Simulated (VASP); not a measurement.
# TaTi4 (P6_3/mmc) in VASP: notebook

TaTi4 is run at these levels: PBE; tasks: single point.

Program: VASP 6.6.1. These are calculated values, not measurements. Logs are shortened: lines on timing, memory, paths and dates and some standing lists are left out, and cuts for length are marked.

### 1 The cell of the first run

The structure is hexagonal, space group P6_3/mmc (No. 194). The conventional cell has a = 2.936 Å, b = 2.936 Å, c = 23.695 Å, α = 90.00°, β = 90.00°, γ = 120.00°. Ti (site symmetry 3m) has 12 Ti at 2.88 to 2.94 Å within 3.8 Å. Within 3.8 Å of Ti (site symmetry 3m) lie 9 Ti at 2.88 to 2.94 Å and 3 Ta at 2.96 Å. Within 3.9 Å of Ta (site symmetry -6m2) lie 6 Ta at 2.94 Å and 6 Ti at 2.96 Å.

### 2 Single point, PBE, collinear spin

Input file INCAR:

```
ALGO     = Fast           # electronic algorithm
EDIFF    = 1E-7           # SCF threshold, eV
ENCUT    = 520            # plane-wave cutoff, eV
GGA      = PE             # functional
ISIF     = 2              # what is computed and relaxed
ISMEAR   = 0              # smearing method
ISPIN    = 2              # spin polarisation
LASPH    = T              # aspherical terms in the spheres
LCHARG   = T              # write CHGCAR
LELF     = T              # ELF
LMAXMIX  = 4              # l up to which the mixer works
LORBIT   = 11             # projections on sites
LREAL    = F              # projectors in reciprocal space
LVHAR    = T            
LWAVE    = F              # write WAVECAR
MAGMOM   = 1 1 1 1 1 1 1 1 0 0 # initial moments
NBANDS   = 74             # bands
NELM     = 150            # most SCF steps
PREC     = Accurate       # precision mode
SIGMA    = 0.1            # smearing width, eV
```

Input file KPOINTS:

```
k-points
0
Gamma
  6 6 1
```

Input file POSCAR:

```
TaTi4
1.0
    2.9357894095      0.0000000000      0.0000000000
   -1.4678947047      2.5424682088      0.0000000000
    0.0000000000      0.0000000000     23.6954870361
Ti Ta
8 2
Direct
    0.3333333333      0.6666666667      0.0494665295
    0.6666666667      0.3333333333      0.1477470354
    0.6666666667      0.3333333333      0.3522529646
    0.3333333333      0.6666666667      0.8522529646
    0.6666666667      0.3333333333      0.9505334705
    0.6666666667      0.3333333333      0.5494665295
    0.3333333333      0.6666666667      0.4505334705
    0.3333333333      0.6666666667      0.6477470354
    0.3333333333      0.6666666667      0.2500000000
    0.6666666667      0.3333333333      0.7500000000
```

Potentials or basis: VASP PAW PBE potentials, release 64 (Ti_sv, Ta_pv).

The run is started by

```sh
$ cat potpaw_PBE.64/Ti_sv/POTCAR potpaw_PBE.64/Ta_pv/POTCAR > POTCAR
$ mpirun -np 1 vasp_std > vasp.out
```

OUTCAR:

```text
EDIFF = 1E-7
   ENCUT = 520
   GGA = PE
   ISIF = 2
   ISMEAR = 0
   ISPIN = 2
   LASPH = T
   LORBIT = 11
   LREAL = F
   NELM = 150
   PREC = Accurate

 ion  position               nearest neighbor table
   1  0.333  0.667  0.049-   2 2.88   2 2.88   2 2.88   5 2.89   5 2.89   5 2.89
   2  0.667  0.333  0.148-   1 2.88   1 2.88   1 2.88   9 2.96   9 2.96   9 2.96
   3  0.667  0.333  0.352-   7 2.88   7 2.88   7 2.88   9 2.96   9 2.96   9 2.96
   4  0.333  0.667  0.852-   5 2.88   5 2.88   5 2.88  10 2.96  10 2.96  10 2.96
   5  0.667  0.333  0.951-   4 2.88   4 2.88   4 2.88   1 2.89   1 2.89   1 2.89
   6  0.667  0.333  0.549-   8 2.88   8 2.88   8 2.88   7 2.89   7 2.89   7 2.89
   7  0.333  0.667  0.451-   3 2.88   3 2.88   3 2.88   6 2.89   6 2.89   6 2.89
   8  0.333  0.667  0.648-   6 2.88   6 2.88   6 2.88  10 2.96  10 2.96  10 2.96
   9  0.333  0.667  0.250-   2 2.96   3 2.96   2 2.96   3 2.96   2 2.96   3 2.96
  10  0.667  0.333  0.750-   4 2.96   8 2.96   4 2.96   8 2.96   4 2.96   8 2.96

  LATTYP: Found a hexagonal cell.
 ALAT       =     2.9357894095
 C/A-ratio  =     8.0712488980

  Lattice vectors:

 A1 = (   2.9357894095,   0.0000000000,   0.0000000000)
 A2 = (  -1.4678947047,   2.5424682088,   0.0000000000)
 A3 = (   0.0000000000,   0.0000000000,  23.6954870361)

Analysis of symmetry for initial positions (statically):
=====================================================================
 Subroutine PRICEL returns:
 Original cell was already a primitive cell.

 Routine SETGRP: Setting up the symmetry group for a
 hexagonal supercell.

 Subroutine GETGRP returns: Found 24 space group operations
 (whereof 12 operations were pure point group operations)
 out of a pool of 24 trial point group operations.

The static configuration has the point symmetry D_3d.
 The point group associated with its full space group is D_6h.

Analysis of symmetry for dynamics (positions and initial velocities):
=====================================================================
 Subroutine PRICEL returns:
 Original cell was already a primitive cell.

 Routine SETGRP: Setting up the symmetry group for a
 hexagonal supercell.

 Subroutine GETGRP returns: Found 24 space group operations
 (whereof 12 operations were pure point group operations)
 out of a pool of 24 trial point group operations.

The dynamic configuration has the point symmetry D_3d.
 The point group associated with its full space group is D_6h.

Analysis of structural, dynamic, and magnetic symmetry:
=====================================================================
 Subroutine PRICEL returns:
 Original cell was already a primitive cell.

 Routine SETGRP: Setting up the symmetry group for a
 hexagonal supercell.

 Subroutine GETGRP returns: Found 24 space group operations
 (whereof 12 operations were pure point group operations)
 out of a pool of 24 trial point group operations.

The overall configuration has the point symmetry D_3d.
 The point group associated with its full space group is D_6h.

 Subroutine INISYM returns: Found 24 space group operations
 (whereof 12 operations are pure point group operations),
 and found     1 'primitive' translations

----------------------------------------------------------------------------------------

                                     Primitive cell

  volume of cell :     176.8667

  direct lattice vectors                    reciprocal lattice vectors
     2.935789409  0.000000000  0.000000000     0.340623887  0.196659293  0.000000000
    -1.467894705  2.542468209  0.000000000     0.000000000  0.393318586  0.000000000
     0.000000000  0.000000000 23.695487036     0.000000000  0.000000000  0.042202129

  length of vectors
     2.935789409  2.935789409 23.695487036     0.393318586  0.393318586  0.042202129

  position of ions in fractional coordinates (direct lattice)
     0.333333333  0.666666667  0.049466530
     0.666666667  0.333333333  0.147747035
     0.666666667  0.333333333  0.352252965
     0.333333333  0.666666667  0.852252965
     0.666666667  0.333333333  0.950533470
     0.666666667  0.333333333  0.549466530
[... 63 lines left out ...]
   ISTART =      0    job   : 0-new  1-cont  2-samecut
   ICHARG =      2    charge: 1-file 2-atom 10-const
   ISPIN  =      2    spin polarized calculation?
   LNONCOLLINEAR =      F non collinear calculations
   LSORBIT =      F    spin-orbit coupling
   LASPH  =      T    aspherical Exc in radial PAW
   ENCUT  =  520.0 eV  38.22 Ry    6.18 a.u.   5.46  5.46 44.06*2*pi/ulx,y,z
   NELM   =    150;   NELMIN=  2; NELMDL= -5     # of ELM steps
   EDIFF  = 0.1E-06   stopping-criterion for ELM
   LREAL  =      F    real-space projection
   EDIFFG = 0.1E-05   stopping-criterion for IOM
   NSW    =      0    number of steps for IOM
   IBRION =     -1    ionic relax: 0-MD 1-quasi-New 2-CG
   NFREE  =      0    steps in history (QN), initial steepest desc. (CG)
   ISIF   =      2    stress and relaxation
   ISYM   =      2    0-nonsym 1-usesym 2-fastsym
   POTIM  = 0.5000    time-step for ionic-motion
   TEBEG  =    0.0;   TEEND  =   0.0 temperature during run
   PSTRESS=    0.0 pullay stress
   NELECT =     118.0000    total number of electrons
   NUPDOWN=      -1.0000    fix difference up-down
   EMIN   =  10.00;   EMAX   =-10.00  energy-range for DOS
   EFERMI =   0.00;   METHOD = LEGACY
   ISMEAR =     0;   SIGMA  =   0.10  broadening in eV -4-tet -1-fermi 0-gaus
   EFERMI_NEDOS =   21; number of points for ismear=-14 and -15
   IALGO  =     68    algorithm
   IMIX   =      4    mixing-type and parameters
     AMIX     =   0.40;   BMIX     =  1.00
     AMIX_MAG =   1.60;   BMIX_MAG =  1.00
  volume/ion in A,a.u.               =      17.69       119.36
  Fermi-wavevector in a.u.,A,eV,Ry     =   1.430497  2.703246 27.841878  2.046320
  Thomas-Fermi vector in A             =   2.550335
   LORBIT       =     11    0 simple, 1 ext, 2 COOP (PROOUT), +10 PAW based schemes
   GGA     = PE    functional components
   LHFCALC =     F    Hartree Fock is set to
   AEXX    =    0.0000 exact exchange contribution
   IVDW    =     0    specifies the selected vdW correction
   LEPSILON=     F    determine dielectric tensor
   LRPA    =     F    only Hartree local field effects (RPA)
 spin polarized calculation
 RMM-DIIS sequential band-by-band and
 Gauss-broadening in eV      SIGMA  =   0.10
  energy-cutoff  :      520.00
  volume of cell :      176.87
 maximum number of plane-waves:      4853
 NGX is ok and might be reduce to    24
   NGX = 11   NGY = 11   NGZ = 89

 number of electron     117.9999980 magnetization       0.0003120

 Free energy of the ion-electron system (eV)
  ---------------------------------------------------
  ext. energy  EPLUGINS =         0.00000000
  ---------------------------------------------------
  free energy    TOTEN  =       -85.68270298 eV

  energy without entropy =      -85.61770455  energy(sigma->0) =      -85.65020377

 E-fermi :   7.7552     XC(G=0): -11.6793

 val. band max:        7.7478342116   @ k =   0.1667   0.1667   0.0000
 cond. band min:       7.7840517352   @ k =   0.0000   0.0000   0.0000
 fundamental gap:      0.0362175236
 Fermi energy:         7.7552185661

 spin component 1

 k-point     1 :       0.0000    0.0000    0.0000
  band No.  band energies     occupation
      1     -49.1060      1.00000
      2     -49.1059      1.00000
      3     -49.0890      1.00000
      4     -49.0888      1.00000
      5     -49.0383      1.00000
      6     -49.0382      1.00000
[... 507 lines left out ...]
     70       9.1079      0.00000
     71       9.1808      0.00000
 Fermi energy:         7.7552185661

 spin component 2

 k-point     1 :       0.0000    0.0000    0.0000
  band No.  band energies     occupation
      1     -49.1059      1.00000
      2     -49.1058      1.00000
      3     -49.0888      1.00000
      4     -49.0886      1.00000
      5     -49.0383      1.00000
      6     -49.0382      1.00000
[... 507 lines left out ...]
     70       9.1079      0.00000
     71       9.1808      0.00000
 [bands above 71 left out]

------------------------ aborting loop because EDIFF is reached ----------------------------------------

  FORCE on cell =-STRESS in cart. coord.  units (eV):
  Direction    XX          YY          ZZ          XY          YZ          ZX
  --------------------------------------------------------------------------------------
  -------------------------------------------------------------------------------------
  Total       -0.8886928     -0.8886928     -0.3227594     -0.0000000      0.0000000     -0.0000000
  in kB       -8.0503757     -8.0503757     -2.9237716     -0.0000000      0.0000000     -0.0000000
  external PRESSURE =      -6.3415077 kB  Pullay stress =       0.0000000 kB

 VOLUME and BASIS-vectors are now :
 -----------------------------------------------------------------------------
  energy-cutoff  :      520.00
  volume of cell :      176.87
      direct lattice vectors                 reciprocal lattice vectors
     2.935789409  0.000000000  0.000000000     0.340623887  0.196659293  0.000000000
    -1.467894705  2.542468209  0.000000000     0.000000000  0.393318586  0.000000000
     0.000000000  0.000000000 23.695487036     0.000000000  0.000000000  0.042202129

 POSITION                                       TOTAL-FORCE (eV/Angst)
 -----------------------------------------------------------------------------------
     -0.00000      1.69498      1.17213        -0.000000      0.000000      0.061464
      1.46789      0.84749      3.50094        -0.000000      0.000000     -0.030431
      1.46789      0.84749      8.34681        -0.000000      0.000000      0.030431
     -0.00000      1.69498     20.19455         0.000000     -0.000000      0.030431
      1.46789      0.84749     22.52335         0.000000      0.000000     -0.061464
      1.46789      0.84749     13.01988         0.000000      0.000000      0.061464
     -0.00000      1.69498     10.67561         0.000000     -0.000000     -0.061464
     -0.00000      1.69498     15.34868         0.000000     -0.000000     -0.030431
     -0.00000      1.69498      5.92387        -0.000000     -0.000000      0.000000
      1.46789      0.84749     17.77162        -0.000000     -0.000000      0.000000
 -----------------------------------------------------------------------------------
    total drift:                               -0.000000      0.000000     -0.000000

  FREE ENERGIE OF THE ION-ELECTRON SYSTEM (eV)
  ---------------------------------------------------
  free  energy   TOTEN  =       -85.6827029818 eV

  energy  without entropy=      -85.6177045497  energy(sigma->0) =      -85.65020377

 total charge

# of ion       s       p       d       tot
------------------------------------------
    1        2.248   6.119   1.881  10.248
    2        2.243   6.128   1.874  10.245
    3        2.243   6.128   1.874  10.245
    4        2.243   6.128   1.874  10.245
    5        2.248   6.119   1.881  10.248
    6        2.248   6.119   1.881  10.248
    7        2.248   6.119   1.881  10.248
    8        2.243   6.128   1.874  10.245
    9        0.383   6.144   2.342   8.869
   10        0.383   6.144   2.342   8.869
--------------------------------------------------
tot         18.732  61.276  19.702  99.710

 magnetization (x)

# of ion       s       p       d       tot
------------------------------------------
    1       -0.000  -0.000  -0.000  -0.000
    2        0.000   0.000   0.000   0.000
    3        0.000   0.000   0.000   0.000
    4        0.000   0.000   0.000   0.000
    5       -0.000  -0.000  -0.000  -0.000
    6       -0.000  -0.000  -0.000  -0.000
    7       -0.000  -0.000  -0.000  -0.000
    8        0.000   0.000   0.000   0.000
    9       -0.000  -0.000  -0.000  -0.000
   10       -0.000  -0.000  -0.000  -0.000
--------------------------------------------------
tot          0.000   0.000   0.000   0.000
```

It took 10 min on 1 thread of Intel Xeon 6975P-C (Granite Rapids), shared host; peak memory 0.46 GiB.

Results:

* Free energy: -85.6827 eV
* Pressure: -0.6 GPa
* Largest force: 0.061 eV/Å
* Band gap on the k mesh: zero (filled and empty bands overlap)
* Net moment: 0.00 μB per cell
* Valence electrons inside the program's atomic spheres: Ti 10.25, 10.24 (each value once); Ta 8.87

Forces in eV/Å, atoms in the order of the input:
```
Ti   0.000  0.000  0.061
Ti   0.000  0.000 -0.030
Ti   0.000  0.000  0.030
Ti   0.000  0.000  0.030
Ti   0.000  0.000 -0.061
Ti   0.000  0.000  0.061
Ti   0.000  0.000 -0.061
Ti   0.000  0.000 -0.030
Ta   0.000  0.000  0.000
Ta   0.000  0.000  0.000
```

Stress tensor (GPa, compression positive):
```
-0.81  0.00  0.00
 0.00 -0.81  0.00
 0.00  0.00 -0.29
```

Levels at points of the mesh, in eV from the Fermi level:
Spin up:
```csv
k point,band 55,band 56,band 57,band 58,band 59,band 60,band 61,band 62
"(0.00, 0.00, 0.00)",0.45,0.47,0.47,0.49,0.49,0.58,0.61,0.61
"(0.50, 0.00, 0.00)",-1.07,-0.92,-0.82,-0.64,0.50,0.50,0.71,0.73
```
Spin down:
```tsv
k point	band 56	band 57	band 58	band 59	band 60	band 61
(0.00, 0.00, 0.00)	0.47	0.47	0.49	0.49	0.58	0.61
(0.50, 0.00, 0.00)	-0.92	-0.82	-0.64	0.50	0.50	0.71
```

Caveat: the k points lie up to 0.41 Å⁻¹ apart, too coarse for converged energies and pressures of a metal; spin-orbit coupling is left out, which moves the levels of the heavy elements.

### 3 Single point, PBE

This run uses another cell than the first one, of 17.65 Å³/atom.

Input file INCAR:

```
ALGO = Fast
EDIFF = 1E-6
ENCUT = 520
GGA = PE
ISIF = 2
ISMEAR = 0
LASPH = T
LCHARG = F
LREAL = F
LWAVE = F
NBANDS = 70
NELM = 80
PREC = Accurate
SIGMA = 0.1
```

Input file KPOINTS:

```
k-points
0
Gamma
  12 12 2
```

Input file POSCAR:

```
TaTi4
1.0
    2.9298302757      0.0000000000      0.0000000000
   -1.4649151378      2.5373074475      0.0000000000
    0.0000000000      0.0000000000     23.7392179626
Ti Ta
8 2
Direct
    0.3333333333      0.6666666667      0.0496823676
    0.6666666667      0.3333333333      0.1472012498
    0.6666666667      0.3333333333      0.3527987502
    0.3333333333      0.6666666667      0.8527987502
    0.6666666667      0.3333333333      0.9503176324
    0.6666666667      0.3333333333      0.5496823676
    0.3333333333      0.6666666667      0.4503176324
    0.3333333333      0.6666666667      0.6472012498
    0.3333333333      0.6666666667      0.2500000000
    0.6666666667      0.3333333333      0.7500000000
```

Potentials or basis: VASP PAW PBE potentials, release 64 (Ti_sv, Ta_pv).

The run is started by

```sh
$ cat potpaw_PBE.64/Ti_sv/POTCAR potpaw_PBE.64/Ta_pv/POTCAR > POTCAR
$ mpirun -np 1 vasp_std > vasp.out
```

Wall time 25 min (1 thread of Intel Xeon 6975P-C (Granite Rapids), shared host); peak memory 0.54 GiB.

Results (log left out):

* Free energy: -85.7415 eV
* Pressure: -0.2 GPa
* Largest force: 0.008 eV/Å
* Band gap on the k mesh: zero (bands 59 and 60 overlap by 0.99 eV)

Forces in eV/Å, atoms in the order of the input:
```
Ti   0.000  0.000  0.001
Ti   0.000  0.000 -0.008
Ti   0.000  0.000  0.008
Ti   0.000  0.000  0.008
Ti   0.000  0.000 -0.001
Ti   0.000  0.000  0.001
Ti   0.000  0.000 -0.001
Ti   0.000  0.000 -0.008
Ta   0.000  0.000  0.000
Ta   0.000  0.000  0.000
```

Levels at points of the mesh, in eV from the Fermi level:
| k point | band 56 | band 57 | band 58 | band 59 | band 60 | band 61 |
| --- | --- | --- | --- | --- | --- | --- |
| (0.00, 0.00, 0.00) | 0.49 | 0.49 | 0.51 | 0.51 | 0.52 | 0.61 |
| (0.50, 0.00, 0.00) | -0.95 | -0.83 | -0.63 | 0.47 | 0.50 | 0.71 |
| (0.00, 0.00, 0.50) | 0.44 | 0.50 | 0.50 | 0.50 | 0.50 | 0.64 |
| (0.50, 0.00, 0.50) | -1.04 | -0.78 | -0.78 | 0.56 | 0.56 | 0.69 |

Caveat: spin-orbit coupling is left out, which moves the levels of the heavy elements.

[end of part 1 of 2]
